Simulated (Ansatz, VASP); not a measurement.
## One calculation of CaS, two programs

Contents of POSCAR:

```
CaS
1.0
    0.0000000000      2.8191171915      2.8191171915
    2.8191171915      0.0000000000      2.8191171915
    2.8191171915      2.8191171915      0.0000000000
Ca S
1 1
Direct
    0.0000000000      0.0000000000      0.0000000000
    0.5000000000      0.5000000000      0.5000000000
```

The input INCAR.step1:

```
SYSTEM = CaS
ALGO     = Normal         ! electronic algorithm
EDIFF    = 1E-5           ! SCF threshold, eV
ENCUT    = 550            ! plane-wave cutoff, eV
GGA      = PE             ! functional
GGA_COMPAT= .FALSE.      
ISMEAR   = 0              ! smearing method
LASPH    = .TRUE.         ! aspherical terms in the spheres
LCHARG   = .FALSE.        ! write CHGCAR
LREAL    = .FALSE.        ! projectors in reciprocal space
LWAVE    = .TRUE.         ! write WAVECAR
NBANDS   = 15             ! bands
NELM     = 120            ! most SCF steps
PREC     = Accurate       ! precision mode
SIGMA    = 0.02           ! smearing width, eV
```

The input INCAR.step2:

```
SYSTEM = CaS
ALGO     = Normal         ! electronic algorithm
EDIFF    = 1E-6           ! SCF threshold, eV
ENCUT    = 550            ! plane-wave cutoff, eV
GGA_COMPAT= .FALSE.      
ISIF     = 2              ! what is computed and relaxed
ISMEAR   = 0              ! smearing method
ISTART   = 1            
LASPH    = .TRUE.         ! aspherical terms in the spheres
LCHARG   = .FALSE.        ! write CHGCAR
LMIXTAU  = .TRUE.       
LREAL    = .FALSE.        ! projectors in reciprocal space
LWAVE    = .FALSE.        ! write WAVECAR
METAGGA  = R2SCAN         ! meta-GGA
NBANDS   = 15             ! bands
NELM     = 120            ! most SCF steps
PREC     = Accurate       ! precision mode
SIGMA    = 0.02           ! smearing width, eV
```

KPOINTS

```
k-points
0
G
  8 8 8
  0 0 0
```

Input for Ansatz:

```yaml
crystal:
  lattice:
    - [0.0, 2.8191171915, 2.8191171915]
    - [2.8191171915, 0.0, 2.8191171915]
    - [2.8191171915, 2.8191171915, 0.0]
  atoms:
    - { symbol: Ca, position: [0.0, 0.0, 0.0] }
    - { symbol: S, position: [0.5, 0.5, 0.5] }
basis:
  ecutwfc: 500
kpoints:
  mp_grid: { grid: [8, 8, 8] }
hamiltonian:
  xc: r2scan
scf:
  occupations: { method: gaussian, width: 0.02 }
output:
  forces: true
  stress: true
  eigenvalues: true
```

Alike in both runs: task single point; functional r2SCAN; k mesh 8 × 8 × 8; occupations gaussian, width 0.02 eV; no spin polarisation.

|  | VASP | Ansatz |
| --- | --- | --- |
| version | VASP 6.6.1 | Ansatz 0.2.0 |
| potentials or method | VASP PAW PBE potentials, release 64 (Ca_sv, S), cutoff 550 eV | scalar-relativistic, plane waves, PAW |
| valence electrons in the cell | 16 | 16 |

VASP gave:

- gap on the k mesh at the Fermi level (eV): 2.73
- least direct gap on the mesh (eV): 3.58
- pressure (GPa): 2.3

Problem. Which values does Ansatz return?

Solution. gap on the k mesh at the Fermi level (eV): 2.73; least direct gap on the mesh (eV): 3.58; pressure (GPa): 2.0.

VASP's potentials were made for PBE, not for r2SCAN. With one functional, cell and mesh, what is left measures potentials, basis and numerics.
